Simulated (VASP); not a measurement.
The system is Ge5Pd.

```
Ge Pd
1.0
     3.17080    0.00000    0.00000
    -1.58540    2.74599    0.00000
     0.00000    0.00000   16.02296
Ge Pd
5 1
Direct
  0.66667 0.33333 0.83495
  0.00000 0.00000 0.66732
  0.66667 0.33333 0.50000
  0.00000 0.00000 0.33268
  0.66667 0.33333 0.16505
  0.00000 0.00000 0.00000
```

The cell was built from a structure type or drawn by symmetry, and may not be a known phase.

| Quantity | Value |
| --- | --- |
| Program | VASP 6.6.1 |
| Task | relaxation of cell and atoms |
| Functional | PBE |
| Potentials or basis | VASP PAW PBE potentials, release 64 (Ge_d, Pd) |
| Cutoff | 600 eV |
| k mesh | 6 × 6 × 1 |
| Occupations | gaussian, width 0.1 eV |
| Spin | no spin polarisation |

At the start: pressure -10.4 GPa; volume 23.25 Å³/atom.

**Question.** How do energy, volume and symmetry change on relaxing?

**Answer.** Over 40 steps the energy falls by 287.8 meV/atom and the volume is 18.49 Å³/atom (-20.5 %); space group P-6m2 (No. 187, to 0.1 Å) before and after.

Step by step:
```tsv
step	energy change (eV)	largest force (eV/Å)	pressure (GPa)	volume (Å³)
1	0.0000	0.8421	-10.42	139.51
2	-1.3101	1.1238	-1.14	111.15
3	-1.3259	1.1262	0.67	108.41
4	-1.4612	0.7977	1.03	107.96
5	-1.5667	0.2797	4.00	106.60
6	-1.5845	0.1138	2.77	107.03
7	-1.6197	0.1081	-1.47	113.72
8	-1.6271	0.1120	-0.34	111.62
9	-1.6322	0.0735	-0.09	111.58
10	-1.6351	0.1048	0.19	111.53
11	-1.6334	0.2911	0.80	111.41
12	-1.6355	0.1511	0.42	111.49
13	-1.6387	0.1905	0.30	111.83
14	-1.6562	0.2831	-0.13	112.84
15	-1.6719	0.2744	-1.10	114.79
16	-1.6723	0.2723	-0.96	114.48
17	-1.6747	0.2747	-0.97	114.52
18	-1.6776	0.2912	-1.00	114.61
19	-1.6816	0.2942	-0.81	114.23
20	-1.6907	0.3027	-0.17	113.08
21	-1.6954	0.3210	1.18	110.81
22	-1.6959	0.3163	0.83	111.38
23	-1.7011	0.2614	0.61	111.35
24	-1.7110	0.1074	0.31	111.24
25	-1.7088	0.1419	-0.21	111.03
26	-1.7132	0.0176	0.03	111.14
27	-1.7132	0.0039	0.05	111.16
28	-1.7138	0.0049	0.04	111.21
29	-1.7158	0.0108	-0.10	111.38
30	-1.7201	0.0417	-0.29	111.70
31	-1.7231	0.0637	-0.49	112.31
32	-1.7234	0.0654	-0.45	112.10
33	-1.7240	0.0687	-0.39	111.99
34	-1.7248	0.0731	-0.06	111.66
35	-1.7247	0.0732	-0.10	111.73
36	-1.7250	0.0684	-0.13	111.67
37	-1.7258	0.0549	-0.06	111.50
38	-1.7269	0.0446	0.10	111.16
39	-1.7263	0.0260	0.33	110.48
40	-1.7271	0.0386	0.17	110.93
```

Final structure:
```xyz
6
Lattice="3.1603 0.0000 0.0000 -1.5802 2.7369 0.0000 0.0000 0.0000 12.8244" Properties=species:S:1:pos:R:3 pbc="T T T"
Ge    1.5802    0.9123   10.8792
Ge    0.0000    0.0000    8.6007
Ge    1.5802    0.9123    6.4122
Ge    0.0000    0.0000    4.2237
Ge    1.5802    0.9123    1.9452
Pd    0.0000    0.0000    0.0000
```

Caveat: the k points lie up to 0.49 Å⁻¹ apart in the final cell, too coarse for converged energies and pressures of a metal; the volume moved by over 15 % at a fixed basis, so the end points are rough.
